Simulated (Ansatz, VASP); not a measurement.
## Hf2N: VASP beside Ansatz

File POSCAR:

```
Hf2N
1.0
    5.3131240200      0.0000000000      0.0000000000
    0.0000000000      5.3131240200      0.0000000000
    0.0000000000      0.0000000000      3.2420983900
Hf N
4 2
Direct
    0.2955363700      0.2955363700      0.0000000000
    0.7044636300      0.7044636300      0.0000000000
    0.7955363700      0.2044636300      0.5000000000
    0.2044636300      0.7955363700      0.5000000000
    0.0000000000      0.0000000000      0.0000000000
    0.5000000000      0.5000000000      0.5000000000
```

The input INCAR.step1:

```
PREC = Accurate
ENCUT = 520
ISMEAR = 0
SIGMA = 0.02
LREAL = False
LASPH = True
NELM = 80
NBANDS = 34
GGA = PE
ALGO = Normal
EDIFF = 1E-4
LWAVE = True
LCHARG = False
```

The input INCAR.step2:

```
PREC = Accurate
ENCUT = 520
EDIFF = 1E-6
ISMEAR = 0
SIGMA = 0.02
LREAL = False
LASPH = True
NELM = 80
ALGO = Normal
ISIF = 2
LWAVE = False
LCHARG = False
METAGGA = R2SCAN
LMIXTAU = True
NBANDS = 34
ISTART = 1
```

Contents of KPOINTS:

```
regular mesh
0
Gamma
  8 8 12
```

Input for Ansatz:

```yaml
crystal:
  lattice:
    - [5.31312402, 0.0, 0.0]
    - [0.0, 5.31312402, 0.0]
    - [0.0, 0.0, 3.24209839]
  atoms:
    - { symbol: Hf, position: [0.29553637, 0.29553637, 0.0] }
    - { symbol: Hf, position: [0.70446363, 0.70446363, 0.0] }
    - { symbol: Hf, position: [0.79553637, 0.20446363, 0.5] }
    - { symbol: Hf, position: [0.20446363, 0.79553637, 0.5] }
    - { symbol: "N", position: [0.0, 0.0, 0.0] }
    - { symbol: "N", position: [0.5, 0.5, 0.5] }
basis:
  ecutwfc: 500
kpoints:
  mp_grid: { grid: [8, 8, 12] }
hamiltonian:
  xc: r2scan
scf:
  occupations: { method: gaussian, width: 0.02 }
output:
  forces: true
  stress: true
  eigenvalues: true
```

Alike in both runs: task single point; functional r2SCAN; k mesh 8 × 8 × 12; occupations gaussian, width 0.02 eV; no spin polarisation.

|  | VASP | Ansatz |
| --- | --- | --- |
| version | VASP 6.6.1 | Ansatz 0.2.0 |
| potentials or method | VASP PAW PBE potentials, release 64 (Hf_pv, N), cutoff 520 eV | scalar-relativistic, plane waves, PAW |
| valence electrons in the cell | 50 | 114 |

VASP gave:

```
gap on the k mesh at the Fermi level (eV)                     : none
pressure (GPa)                                                : -0.1
traceless stress, the component that is largest in VASP (GPa) : 0.03
rms of the force components (eV/Å)                            : 0.001
```

Task: What did Ansatz give for the same quantities?

Result: gap on the k mesh at the Fermi level (eV): none; pressure (GPa): 1.4; traceless stress, the component that is largest in VASP (GPa): 0.14; rms of the force components (eV/Å): 0.007.

VASP's potentials were made for PBE, not for r2SCAN. Atom by atom the forces differ by 0.006 eV/Å (rms over components). A gap of «none» marks a metal or a gap that the smearing closes. With one functional, cell and mesh, what is left measures potentials, basis and numerics. VASP's potentials hold 50 valence electrons a cell and Ansatz's 114, so a difference there can come from the potentials and not from the codes.

Spin-orbit coupling is off throughout.
